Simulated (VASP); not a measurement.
A run of VASP 6.6.1 is set up as follows.

Contents of INCAR:

```
SYSTEM = MgS
PREC = Accurate ; ENCUT = 520
EDIFF = 1E-7 ; ISMEAR = -1
SIGMA = 0.02 ; LREAL = .False.
LASPH = .True. ; NELM = 60
ALGO = Normal ; ISIF = 2
LWAVE = .False. ; LCHARG = .True.
GGA = PE ; LELF = .True.
LVHAR = .True. ; NBANDS = 11
```

File KPOINTS:

```
Automatic mesh
0
Gamma
  8 8 8
  0 0 0
```

The input POSCAR:

```
MgS
1.0
    0.0000000000      2.8486069976      2.8486069976
    2.8486069976      0.0000000000      2.8486069976
    2.8486069976      2.8486069976      0.0000000000
Mg S
1 1
Direct
    0.0000000000      0.0000000000      0.0000000000
    0.7500000000      0.7500000000      0.7500000000
```

Potentials or basis: VASP PAW PBE potentials, release 64 (Mg, S).

Launch:

```bash
$ cat potpaw_PBE.64/Mg/POTCAR potpaw_PBE.64/S/POTCAR > POTCAR
$ mpirun -np 1 vasp_std > vasp.out
```

(1) Estimate the band gap on the k mesh.

(2) Predict the pressure.

Results:

(1) 3.37 eV, direct.

(2) -0.1 GPa.
